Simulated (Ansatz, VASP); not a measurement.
**CaS: VASP beside Ansatz**

```
Ca S
1.0
     0.00000    2.78222    2.76831
     2.78222    0.00000    2.76831
     2.78222    2.78222    0.00000
Ca S
1 1
Direct
  0.00000 0.00000 0.00000
  0.50000 0.50000 0.50000
```

Change from the starting cell: z stretched by -0.5 %, x and y held.

Alike in both runs: task single point; functional LDA; k mesh 6 × 6 × 6; no spin polarisation.

|  | VASP | Ansatz |
| --- | --- | --- |
| version | VASP 6.6.1 | Ansatz 0.2.0 |
| potentials or method | VASP PAW LDA potentials, release 64 (Ca_sv, S), cutoff 500 eV | all-electron LAPW, scalar-relativistic |
| occupations | gaussian, width 0.01 eV | fixed |

|  | VASP | Ansatz | Ansatz less VASP |
| --- | --- | --- | --- |
| gap on the k mesh at the Fermi level (eV) | 1.94 | 1.95 | +0.012 |
| pressure (GPa) | 0.6 | 0.3 | -0.26 |
| traceless stress, the component that is largest in VASP (GPa) | 0.46 | 0.45 | -0.009 |

LDA's correlation is that of Perdew and Zunger in VASP and of Perdew and Wang (1992) in Ansatz. Ansatz ran all-electron here, and VASP with PAW potentials.
